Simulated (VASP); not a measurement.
# Si in VASP: notebook, part 2 of 2

VASP 6.6.1. The steps go on from the part before.

### Step 3. Single point, PBE+D3(BJ)

The input, INCAR:

```
SYSTEM = Si
ALGO = Normal
DIPOL = 0.5 0.5 0.383
EDIFF = 1E-6
ENCUT = 520
GGA = PE
IDIPOL = 3
ISIF = 2
ISMEAR = 0
IVDW = 12
LASPH = .True.
LCHARG = .True.
LDIPOL = .True.
LELF = .True.
LREAL = .False.
LVACPOTAV = .True.
LVHAR = .True.
LWAVE = .False.
NBANDS = 16
NELM = 80
PREC = Accurate
SIGMA = 0.1
```

The input, KPOINTS:

```
k-points
0
Gamma
  9 9 1
  0 0 0
```

The input, POSCAR:

```
Si
1.0
    3.8475254770      0.0000000000      0.0000000000
   -1.9237627385      3.3320548047      0.0000000000
    0.0000000000      0.0000000000     18.4415958116
Si
4
Direct
    0.3333333333      0.6666666667      0.2695427205
    0.6666666667      0.3333333333      0.2440135900
    0.1666666667      1.3333333333      0.5228178684
    0.5000000000      1.0000000000      0.4972887379
```

Potentials or basis: VASP PAW PBE potentials, release 64 (Si).

Launch:

```console
cat potpaw_PBE.64/Si/POTCAR > POTCAR
mpirun -np 1 vasp_std > vasp.out
```

OUTCAR:

```text
SYSTEM = Si
   EDIFF = 1E-6
   ENCUT = 520
   GGA = PE
   ISIF = 2
   ISMEAR = 0
   IVDW = 12
   LASPH = .True.
   LREAL = .False.
   NELM = 80
   PREC = Accurate
 IVDW          = 12

 ion  position               nearest neighbor table
   1  0.333  0.667  0.270-   2 2.27   2 2.27   2 2.27
   2  0.667  0.333  0.244-   1 2.27   1 2.27   1 2.27
   3  0.167  0.333  0.523-   4 2.27   4 2.27   4 2.27
   4  0.500  0.000  0.497-   3 2.27   3 2.27   3 2.27

  LATTYP: Found a hexagonal cell.
 ALAT       =     3.8475254770
 C/A-ratio  =     4.7931055744

  Lattice vectors:

 A1 = (   3.8475254770,   0.0000000000,   0.0000000000)
 A2 = (  -1.9237627385,   3.3320548047,   0.0000000000)
 A3 = (   0.0000000000,   0.0000000000,  18.4415958116)

Analysis of symmetry for initial positions (statically):
=====================================================================
 Subroutine PRICEL returns:
 Original cell was already a primitive cell.

 Routine SETGRP: Setting up the symmetry group for a
 hexagonal supercell.

 Subroutine GETGRP returns: Found  4 space group operations
 (whereof  2 operations were pure point group operations)
[... 180 lines left out ...]

 k-point     1 :       0.0000    0.0000    0.0000
  band No.  band energies     occupation
      1     -12.1342      2.00000
      2     -12.0698      2.00000
      3      -4.5266      2.00000
      4      -3.8721      2.00000
      5      -2.1912      2.00000
      6      -2.1882      2.00000
[... 433 lines left out ...]
      3      -8.0713      2.00000
      4      -8.0507      2.00000
      5      -5.0696      2.00000
      6      -5.0315      2.00000
[... 8 lines left out ...]
     15       4.6690      0.00000
     16       5.1244      0.00000

 [... further k-points ...]

------------------------ aborting loop because EDIFF is reached ----------------------------------------

 Edisp (eV)   -0.93505

 E8    (eV) :    -0.3960

  FORCE on cell =-STRESS in cart. coord.  units (eV):
  Direction    XX          YY          ZZ          XY          YZ          ZX
  --------------------------------------------------------------------------------------
  -------------------------------------------------------------------------------------
  Total      -0.13045    -0.11569    -0.78363     0.00000    -0.12357     0.00000
  in kB      -0.88404    -0.78399    -5.31042     0.00000    -0.83737     0.00000
  external pressure =       -2.33 kB  Pullay stress =        0.00 kB

 VOLUME and BASIS-vectors are now :
 -----------------------------------------------------------------------------
  energy-cutoff  :      520.00
  volume of cell :      236.42
      direct lattice vectors                 reciprocal lattice vectors
     3.847525477  0.000000000  0.000000000     0.259907311  0.150057556  0.000000000
    -1.923762739  3.332054805  0.000000000     0.000000000  0.300115112  0.000000000
     0.000000000  0.000000000 18.441595812     0.000000000  0.000000000  0.054225242

 POSITION                                       TOTAL-FORCE (eV/Angst)
 -----------------------------------------------------------------------------------
     -0.00000      2.22137      4.97080        -0.000000      0.020087      0.134397
      1.92376      1.11068      4.50000        -0.000000      0.007606      0.037924
      0.00000      1.11068      9.64160         0.000000     -0.007606     -0.037924
      1.92376      0.00000      9.17080         0.000000     -0.020087     -0.134397
 -----------------------------------------------------------------------------------
    total drift:                                0.000000      0.000000     -0.000011

  FREE ENERGIE OF THE ION-ELECTRON SYSTEM (eV)
  ---------------------------------------------------
  free  energy   TOTEN  =       -20.0966135442 eV

  energy  without entropy=      -20.0960625406  energy(sigma->0) =      -20.09633804

 vacuum level on the upper side and lower side of the slab         3.610         3.610
```

OSZICAR:

```text
N       E                     dE             d eps       ncg     rms          rms(c)
DAV:   1     0.566376204745E+02    0.56638E+02   -0.47751E+03   800   0.704E+02
DAV:   2    -0.147792235768E+02   -0.71417E+02   -0.64447E+02  1152   0.116E+02
DAV:   3    -0.196369128904E+02   -0.48577E+01   -0.47856E+01  1120   0.307E+01
[... 14 lines left out ...]
DAV:  18    -0.191615202561E+02   -0.88076E-04   -0.58326E-06   928   0.965E-03    0.652E-03
DAV:  19    -0.191615574824E+02   -0.37226E-04   -0.28290E-06   984   0.563E-03    0.113E-02
DAV:  20    -0.191615602843E+02   -0.28019E-05   -0.29738E-07   872   0.281E-03    0.338E-03
DAV:  21    -0.191615622344E+02   -0.19500E-05   -0.23625E-07   768   0.225E-03    0.102E-03
DAV:  22    -0.191615625547E+02   -0.32031E-06   -0.33530E-08   848   0.103E-03
   1 F= -.20096614E+02 E0= -.20096338E+02  d E =-.551004E-03
```

Wall time 2.3 min (1 thread of Intel Xeon 6975P-C (Granite Rapids), shared host); peak memory 0.35 GiB.

What came out:

* Free energy: -20.0966 eV
* Largest force: 0.136 eV/Å
* Band gap on the k mesh: 0.25 eV, direct
* Dispersion energy per atom: -0.234 eV

Forces on the atoms (eV/Å):
```
Si   0.000  0.020  0.134
Si   0.000  0.008  0.038
Si   0.000 -0.008 -0.038
Si   0.000 -0.020 -0.134
```

Levels at points of the mesh, in eV from the valence-band top:
| k point | band 5 | band 6 | band 7 | band 8 | band 9 | band 10 | band 11 | band 12 |
| --- | --- | --- | --- | --- | --- | --- | --- | --- |
| (0.00, 0.00, 0.00) | -1.06 | -1.06 | -1.06 | -1.05 | 2.18 | 2.19 | 2.32 | 3.15 |

### Step 4. Single point, PBE+D3(BJ)

The input, INCAR:

```
  PREC = Accurate
  ENCUT = 520
  EDIFF = 1E-7
  ISMEAR = 0
  SIGMA = 0.1
  LREAL = F
  LASPH = T
  NELM = 60
  ALGO = Normal
  ISIF = 2
  LWAVE = F
  LCHARG = F
  LDIPOL = T
  IDIPOL = 3
  DIPOL = 0.5 0.5 0.383
  GGA = PE
  IVDW = 12
  NBANDS = 16
```

The input, KPOINTS:

```
Automatic mesh
0
Gamma
  9 9 1
```

POSCAR, as its differences from that of step 3:

```diff
@@ -10,3 +10,3 @@
     0.6666666667      0.3333333333      0.2440135900
-    0.1666666667      1.3333333333      0.5228178684
-    0.5000000000      1.0000000000      0.4972887379
+    0.3333333333      1.1666666667      0.5228178684
+    0.6666666667      0.8333333333      0.4972887379
```

Potentials or basis: VASP PAW PBE potentials, release 64 (Si).

Launch:

```console
cat potpaw_PBE.64/Si/POTCAR > POTCAR
mpirun -np 1 vasp_std > vasp.out
```

OUTCAR:

```text
PREC = Accurate
   ENCUT = 520
   EDIFF = 1E-7
   ISMEAR = 0
   LREAL = F
   LASPH = T
   NELM = 60
   ISIF = 2
   GGA = PE
   IVDW = 12
 IVDW          = 12

 ion  position               nearest neighbor table
   1  0.333  0.667  0.270-   2 2.27   2 2.27   2 2.27
   2  0.667  0.333  0.244-   1 2.27   1 2.27   1 2.27
   3  0.333  0.167  0.523-   4 2.27   4 2.27   4 2.27
   4  0.667  0.833  0.497-   3 2.27   3 2.27   3 2.27

  LATTYP: Found a hexagonal cell.
 ALAT       =     3.8475254770
 C/A-ratio  =     4.7931055744

  Lattice vectors:
[... 664 lines left out ...]
  --------------------------------------------------------------------------------------
  -------------------------------------------------------------------------------------
  Total      -0.13919    -0.10107    -0.82049    -0.03301    -0.04582    -0.07936
  in kB      -0.94326    -0.68493    -5.56023    -0.22372    -0.31050    -0.53779
  external pressure =       -2.40 kB  Pullay stress =        0.00 kB

 VOLUME and BASIS-vectors are now :
 -----------------------------------------------------------------------------
  energy-cutoff  :      520.00
  volume of cell :      236.42
      direct lattice vectors                 reciprocal lattice vectors
     3.847525477  0.000000000  0.000000000     0.259907311  0.150057556  0.000000000
    -1.923762739  3.332054805  0.000000000     0.000000000  0.300115112  0.000000000
     0.000000000  0.000000000 18.441595812     0.000000000  0.000000000  0.054225242

 POSITION                                       TOTAL-FORCE (eV/Angst)
 -----------------------------------------------------------------------------------
     -0.00000      2.22137      4.97080         0.019488      0.011251      0.138141
      1.92376      1.11068      4.50000        -0.000493     -0.000285      0.042011
      0.96188      0.55534      9.64160         0.000493      0.000285     -0.042011
      0.96188      2.77671      9.17080        -0.019488     -0.011251     -0.138141
 -----------------------------------------------------------------------------------
    total drift:                                0.000000      0.000000     -0.000004

  FREE ENERGIE OF THE ION-ELECTRON SYSTEM (eV)
  ---------------------------------------------------
  free  energy   TOTEN  =       -20.0986778557 eV

  energy  without entropy=      -20.0969744389  energy(sigma->0) =      -20.09782615

 vacuum level on the upper side and lower side of the slab         3.530         3.532
```

OSZICAR:

```text
N       E                     dE             d eps       ncg     rms          rms(c)
DAV:   1     0.568727211031E+02    0.56873E+02   -0.48046E+03   800   0.707E+02
DAV:   2    -0.148460334510E+02   -0.71719E+02   -0.65140E+02  1168   0.115E+02
DAV:   3    -0.196443875492E+02   -0.47984E+01   -0.47358E+01  1152   0.305E+01
DAV:   4    -0.197750977530E+02   -0.13071E+00   -0.13053E+00  1144   0.661E+00
[... 15 lines left out ...]
DAV:  20    -0.191636029551E+02   -0.93387E-05   -0.78116E-07  1024   0.460E-03    0.191E-03
DAV:  21    -0.191636082235E+02   -0.52684E-05   -0.24160E-07   968   0.170E-03    0.910E-04
DAV:  22    -0.191636091234E+02   -0.89991E-06   -0.21625E-08   864   0.504E-04    0.957E-04
DAV:  23    -0.191636094164E+02   -0.29296E-06   -0.14895E-08   760   0.489E-04    0.162E-04
DAV:  24    -0.191636094331E+02   -0.16744E-07   -0.21830E-09   904   0.245E-04
   1 F= -.20098678E+02 E0= -.20097826E+02  d E =-.170342E-02
```

It took 2.6 min on 1 thread of Intel Xeon 6975P-C (Granite Rapids), shared host; peak memory 0.36 GiB.

Results:

```yaml
Free_energy: -20.0987 eV
Largest_force: 0.140 eV/Å
Band_gap_on_the_k_mesh: 0.14 eV, direct
Dispersion_energy_per_atom: -0.234 eV
```

Forces in eV/Å, atoms in the order of the input:
```
Si   0.019  0.011  0.138
Si   0.000  0.000  0.042
Si   0.000  0.000 -0.042
Si  -0.019 -0.011 -0.138
```

Levels at points of the mesh, in eV from the valence-band top:
```
           k point  band 6  band 7  band 8  band 9  band 10  band 11
(0.00, 0.00, 0.00)   -1.12   -1.11   -1.10    2.11     2.15     2.26
```
